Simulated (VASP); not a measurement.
# Au (Fm-3m) in VASP: a series of runs

The runs below take Au through single point, relaxation of volume and atoms at fixed shape, with LDA.

Program: VASP 6.6.1. These are calculated values, not measurements. Logs are shortened: lines on timing, memory, paths and dates and some standing lists are left out, and cuts for length are marked.

**1. The cell of the first run**

Symmetry: Fm-3m, No. 225, cubic system. The conventional cell has a = 4.050 Å, b = 4.050 Å, c = 4.050 Å, α = 90.00°, β = 90.00°, γ = 90.00°. Within 3.8 Å of Au (site symmetry m-3m) lie 12 Au at 2.86 Å.

**2. Single point, LDA**

INCAR

```
SYSTEM = Au
PREC     = Accurate       ! precision mode
ENCUT    = 520            ! plane-wave cutoff, eV
EDIFF    = 1E-6           ! SCF threshold, eV
ISMEAR   = -1             ! smearing method
SIGMA    = 0.1            ! smearing width, eV
LREAL    = .False.        ! projectors in reciprocal space
LASPH    = .True.         ! aspherical terms in the spheres
NELM     = 80             ! most SCF steps
ALGO     = Normal         ! electronic algorithm
ISIF     = 2              ! what is computed and relaxed
LWAVE    = .False.        ! write WAVECAR
LCHARG   = .True.         ! write CHGCAR
GGA      = CA             ! functional
LELF     = .True.         ! ELF
LVHAR    = .True.       
NBANDS   = 12             ! bands
```

KPOINTS

```
regular mesh
0
Gamma
  10 10 10
  0 0 0
```

POSCAR

```
Au
1.0
    2.8640040634      0.0000000000      0.0000000000
    1.4320020317      2.4803002754      0.0000000000
    1.4320020317      0.8267667585      2.3384495255
Au
1
Direct
    0.0000000000      0.0000000000      0.0000000000
```

Potentials or basis: VASP PAW LDA potentials, release 64 (Au).

Command:

```bash
> cat potpaw_LDA.64/Au/POTCAR > POTCAR
> mpirun -np 1 vasp_std > vasp.out
```

OUTCAR:

```text
SYSTEM = Au
   PREC = Accurate
   ENCUT = 520
   EDIFF = 1E-6
   ISMEAR = -1
   LREAL = .False.
   LASPH = .True.
   NELM = 80
   ISIF = 2
   GGA = CA

 ion  position               nearest neighbor table
   1  0.000  0.000  0.000-

  LATTYP: Found a face centered cubic cell.
 ALAT       =     4.0503133891

  Lattice vectors:

 A1 = (   2.8640040634,   0.0000000000,   0.0000000000)
 A2 = (   1.4320020317,   2.4803002754,   0.0000000000)
 A3 = (   1.4320020317,   0.8267667585,   2.3384495255)

Analysis of symmetry for initial positions (statically):
=====================================================================
 Subroutine PRICEL returns:
 Original cell was already a primitive cell.

 Routine SETGRP: Setting up the symmetry group for a
 face centered cubic supercell.

 Subroutine GETGRP returns: Found 48 space group operations
 (whereof 48 operations were pure point group operations)
 out of a pool of 48 trial point group operations.

The static configuration has the point symmetry O_h .

Analysis of symmetry for dynamics (positions and initial velocities):
=====================================================================
 Subroutine PRICEL returns:
 Original cell was already a primitive cell.

 Routine SETGRP: Setting up the symmetry group for a
 face centered cubic supercell.

 Subroutine GETGRP returns: Found 48 space group operations
 (whereof 48 operations were pure point group operations)
 out of a pool of 48 trial point group operations.

The dynamic configuration has the point symmetry O_h .

 Subroutine INISYM returns: Found 48 space group operations
 (whereof 48 operations are pure point group operations),
 and found     1 'primitive' translations

----------------------------------------------------------------------------------------

                                     Primitive cell

  volume of cell :      16.6114

  direct lattice vectors                    reciprocal lattice vectors
     2.864004063  0.000000000  0.000000000     0.349161516 -0.201588495 -0.142544592
     1.432002032  2.480300275  0.000000000     0.000000000  0.403176990 -0.142544592
     1.432002032  0.826766759  2.338449526     0.000000000  0.000000000  0.427633776

  length of vectors
     2.864004063  2.864004063  2.864004063     0.427633776  0.427633776  0.427633776

  position of ions in fractional coordinates (direct lattice)
     0.000000000  0.000000000  0.000000000

  ion indices of the primitive-cell ions
   primitive index   ion index
                 1           1

----------------------------------------------------------------------------------------

 KPOINTS: regular mesh

Automatic generation of k-mesh.
 Grid dimensions read from file:
 generate k-points for:   10   10   10

 Generating k-lattice:

  Cartesian coordinates                     Fractional coordinates (reciprocal lattice)
     0.034916152 -0.020158850 -0.014254459     0.100000000 -0.000000000  0.000000000
     0.000000000  0.040317699 -0.014254459     0.000000000  0.100000000  0.000000000
     0.000000000  0.000000000  0.042763378     0.000000000  0.000000000  0.100000000

  Length of vectors
     0.042763378  0.042763378  0.042763378

  Shift w.r.t. Gamma in fractional coordinates (k-lattice)
     0.000000000  0.000000000  0.000000000

 Subroutine IBZKPT returns following result:
 ===========================================

 Found     47 irreducible k-points:

 Following reciprocal coordinates:
            Coordinates               Weight
  0.000000  0.000000  0.000000      1.000000
  0.100000 -0.000000 -0.000000      8.000000
  0.200000 -0.000000 -0.000000      8.000000
  0.300000 -0.000000  0.000000      8.000000
  0.400000 -0.000000  0.000000      8.000000
  0.500000 -0.000000 -0.000000      4.000000
[... 16 lines left out ...]
  0.300000  0.300000  0.000000      6.000000
  0.400000  0.300000 -0.000000     24.000000
 [... further k-points ...]
   k-points           NKPTS =     47   k-points in BZ     NKDIM =     47   number of bands    NBANDS=     12
   number of dos      NEDOS =    301   number of ions     NIONS =      1
   total plane-waves  NPLWV =  13824
   dimension x,y,z NGX =    24 NGY =   24 NGZ =   24
   dimension x,y,z NGXF=    48 NGYF=   48 NGZF=   48
   ions per type =               1
   NGX,Y,Z   is equivalent  to a cutoff of  13.93, 13.93, 13.93 a.u.
   NGXF,Y,Z  is equivalent  to a cutoff of  27.86, 27.86, 27.86 a.u.
 SYSTEM =  Au
   PREC   = accura    normal or accurate (medium, high low for compatibility)
   ISTART =      0    job   : 0-new  1-cont  2-samecut
   ICHARG =      2    charge: 1-file 2-atom 10-const
   ISPIN  =      1    spin polarized calculation?
   LNONCOLLINEAR =      F non collinear calculations
   LSORBIT =      F    spin-orbit coupling
   LASPH  =      T    aspherical Exc in radial PAW
   ENCUT  =  520.0 eV  38.22 Ry    6.18 a.u.   5.33  5.33  5.33*2*pi/ulx,y,z
   NELM   =     80;   NELMIN=  2; NELMDL= -5     # of ELM steps
   EDIFF  = 0.1E-05   stopping-criterion for ELM
   LREAL  =      F    real-space projection
   EDIFFG = 0.1E-04   stopping-criterion for IOM
   NSW    =      0    number of steps for IOM
   IBRION =     -1    ionic relax: 0-MD 1-quasi-New 2-CG
   NFREE  =      0    steps in history (QN), initial steepest desc. (CG)
   ISIF   =      2    stress and relaxation
   ISYM   =      2    0-nonsym 1-usesym 2-fastsym
   POTIM  = 0.5000    time-step for ionic-motion
   TEBEG  =    0.0;   TEEND  =   0.0 temperature during run
   PSTRESS=    0.0 pullay stress
   NELECT =      11.0000    total number of electrons
   NUPDOWN=      -1.0000    fix difference up-down
   EMIN   =  10.00;   EMAX   =-10.00  energy-range for DOS
   EFERMI =   0.00;   METHOD = LEGACY
   ISMEAR =    -1;   SIGMA  =   0.10  broadening in eV -4-tet -1-fermi 0-gaus
   EFERMI_NEDOS =   21; number of points for ismear=-14 and -15
   IALGO  =     38    algorithm
   IMIX   =      4    mixing-type and parameters
     AMIX     =   0.40;   BMIX     =  1.00
     AMIX_MAG =   1.60;   BMIX_MAG =  1.00
  volume/ion in A,a.u.               =      16.61       112.10
  Fermi-wavevector in a.u.,A,eV,Ry     =   1.426934  2.696513 27.703359  2.036139
  Thomas-Fermi vector in A             =   2.547157
   LORBIT       =      0    0 simple, 1 ext, 2 COOP (PROOUT), +10 PAW based schemes
   GGA     = CA    functional components
   LHFCALC =     F    Hartree Fock is set to
   AEXX    =    0.0000 exact exchange contribution
   IVDW    =     0    specifies the selected vdW correction
   LEPSILON=     F    determine dielectric tensor
   LRPA    =     F    only Hartree local field effects (RPA)
 non-spin polarized calculation
  energy-cutoff  :      520.00
  volume of cell :       16.61
 maximum number of plane-waves:       459
 NGX is ok and might be reduce to    24
   NGX = 11   NGY = 11   NGZ = 11

 number of electron      10.9999999 magnetization

 Free energy of the ion-electron system (eV)
  ---------------------------------------------------
  ext. energy  EPLUGINS =         0.00000000
  ---------------------------------------------------
  free energy    TOTEN  =        -4.43072202 eV

  energy without entropy =       -4.41286396  energy(sigma->0) =       -4.42179299

 E-fermi :   9.6998     XC(G=0): -13.1320

 val. band max:        9.5680635256   @ k =   0.5000   0.2000   0.1000
 cond. band min:       9.7312751651   @ k =   0.5000   0.1000  -0.0000
 fundamental gap:      0.1632116396
 Fermi energy:         9.6997792784

 k-point     1 :       0.0000    0.0000    0.0000
  band No.  band energies     occupation
      1      -0.4644      2.00000
      2       4.8717      2.00000
      3       4.8717      2.00000
      4       4.8717      2.00000
      5       6.4819      2.00000
      6       6.4819      2.00000
      7      24.1703      0.00000
      8      28.2749      0.00000
      9      28.2749      0.00000
     10      28.2749      0.00000
     11      33.3875      0.00000
     12      38.2537      0.00000

 k-point     2 :       0.1000   -0.0000   -0.0000
  band No.  band energies     occupation
      1      -0.1114      2.00000
      2       4.7595      2.00000
      3       4.9899      2.00000
      4       4.9899      2.00000
      5       6.4325      2.00000
      6       6.4325      2.00000
      7      24.5731      0.00000
      8      26.4244      0.00000
      9      28.7110      0.00000
     10      28.7110      0.00000
     11      34.0703      0.00000
     12      36.3881      0.00000

 k-point     3 :       0.2000   -0.0000   -0.0000
  band No.  band energies     occupation
      1       0.8301      2.00000
      2       4.6148      2.00000
      3       5.1711      2.00000
      4       5.1711      2.00000
      5       6.4736      2.00000
      6       6.4736      2.00000
      7      22.9173      0.00000
      8      25.4221      0.00000
      9      29.7154      0.00000
     10      29.7154      0.00000
     11      31.7312      0.00000
     12      33.7163      0.00000
[... 286 lines left out ...]
 k-point    23 :       0.3000    0.3000    0.0000
  band No.  band energies     occupation
      1       2.5054      2.00000
      2       3.3711      2.00000
      3       5.9728      2.00000
      4       6.6582      2.00000
      5       6.6582      2.00000
      6       7.2550      2.00000
      7      23.1621      0.00000
      8      23.1621      0.00000
      9      23.8891      0.00000
     10      26.3636      0.00000
     11      28.0863      0.00000
     12      36.8751      0.00000

 k-point    24 :       0.4000    0.3000   -0.0000
  band No.  band energies     occupation
      1       2.7702      2.00000
      2       3.2307      2.00000
      3       6.0066      2.00000
      4       6.7786      2.00000
      5       7.6675      2.00000
      6       8.2492      2.00000
      7      19.6125      0.00000
      8      22.0313      0.00000
      9      22.1375      0.00000
     10      27.3156      0.00000
     11      29.5217      0.00000
     12      36.9750      0.00000

 [... further k-points ...]
[... 5 lines left out ...]
  --------------------------------------------------------------------------------------
  -------------------------------------------------------------------------------------
  Total        0.0531018      0.0531018      0.0531018     -0.0000000      0.0000000      0.0000000
  in kB        5.1216981      5.1216981      5.1216981     -0.0000000      0.0000000      0.0000000
  external PRESSURE =       5.1216981 kB  Pullay stress =       0.0000000 kB

 VOLUME and BASIS-vectors are now :
 -----------------------------------------------------------------------------
  energy-cutoff  :      520.00
  volume of cell :       16.61
      direct lattice vectors                 reciprocal lattice vectors
     2.864004063  0.000000000  0.000000000     0.349161516 -0.201588495 -0.142544592
     1.432002032  2.480300275  0.000000000     0.000000000  0.403176990 -0.142544592
     1.432002032  0.826766759  2.338449526     0.000000000  0.000000000  0.427633776

 POSITION                                       TOTAL-FORCE (eV/Angst)
 -----------------------------------------------------------------------------------
      0.00000      0.00000      0.00000        -0.000000      0.000000      0.000000
 -----------------------------------------------------------------------------------
    total drift:                               -0.000000     -0.000000      0.000000

  FREE ENERGIE OF THE ION-ELECTRON SYSTEM (eV)
  ---------------------------------------------------
  free  energy   TOTEN  =        -4.4307220165 eV

  energy  without entropy=       -4.4128639623  energy(sigma->0) =       -4.42179299
```

Run time: 5.1 s. Hardware: 1 thread of Intel Xeon Platinum 8559C (Emerald Rapids), shared host; peak memory 0.13 GiB.

What came out:

- Free energy: -4.4307 eV
- Pressure: 0.5 GPa

Caveat: spin-orbit coupling is left out, which moves the levels of the heavy elements.

(Part 1 of 2 ends here.)
